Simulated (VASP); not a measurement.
Write the native input for VASP 6.6.1 that does the following.

* Task: single point
* Functional: r2SCAN
* Potentials or basis: VASP PAW PBE potentials, release 64 (W_sv, C)
* Cutoff: 520 eV
* k mesh: 18 × 18 × 16
* Occupations: gaussian, width 0.15 eV
* Spin: no spin polarisation
* Dipole correction: no
* Further INCAR settings: ALGO = Normal; EDIFF = 1e-07; NBANDS = 16

The system is WC.

```
W C
1.0
     2.90050    0.00000    0.00000
    -1.45025    2.51191    0.00000
     0.00000    0.00000    2.82900
W C
1 1
Direct
  0.00000 0.00000 0.02651
  0.66667 0.33333 0.50000
```

This cell differs from its parent crystal: all W atoms moved +0.075 Å, as atom 1 along Cartesian [0 0 1].

These files were run (other wordings do the same):

POSCAR

```
WC
1.0
    2.9005014360      0.0000000000      0.0000000000
   -1.4502507180      2.5119079273      0.0000000000
    0.0000000000      0.0000000000      2.8290000000
W C
1 1
Direct
    0.0000000000      0.0000000000      0.0265111347
    0.6666666667      0.3333333333      0.5000000000
```

INCAR.step1

```
PREC = Accurate
ENCUT = 520
ISMEAR = 0
SIGMA = 0.15
LREAL = False
LASPH = True
NELM = 60
NBANDS = 16
GGA = PE
ALGO = Normal
EDIFF = 1E-4
LWAVE = True
LCHARG = False
```

INCAR.step2

```
PREC = Accurate
ENCUT = 520
EDIFF = 1E-7
ISMEAR = 0
SIGMA = 0.15
LREAL = False
LASPH = True
NELM = 60
ALGO = Normal
ISIF = 2
LWAVE = False
LCHARG = False
METAGGA = R2SCAN
LMIXTAU = True
NBANDS = 16
ISTART = 1
```

KPOINTS

```
regular mesh
0
Gamma
  18 18 16
```

Potentials or basis: VASP PAW PBE potentials, release 64 (W_sv, C).

Command:

```sh
$ cat potpaw_PBE.64/W_sv/POTCAR potpaw_PBE.64/C/POTCAR > POTCAR
$ cp INCAR.step1 INCAR
$ mpirun -np 1 vasp_std > vasp.out
$ cp INCAR.step2 INCAR
$ mpirun -np 1 vasp_std > vasp.out
```

It gave:

```
Pressure               : 7.6 GPa
Largest force          : 1.080 eV/Å
Band gap on the k mesh : zero (bands 9 and 10 overlap by 1.27 eV)
```

Caveat: the cell differs from its parent crystal (all W atoms moved +0.075 Å, as atom 1 along Cartesian [0 0 1]); the cell stands under pressure; the PAW data sets were made with another functional, which shifts forces and pressure a little; spin-orbit coupling is left out, which moves the levels of the heavy elements.

Wall time 8.5 min on 1 thread of Intel Xeon 8259CL, on a shared host, peak memory 0.29 GiB.
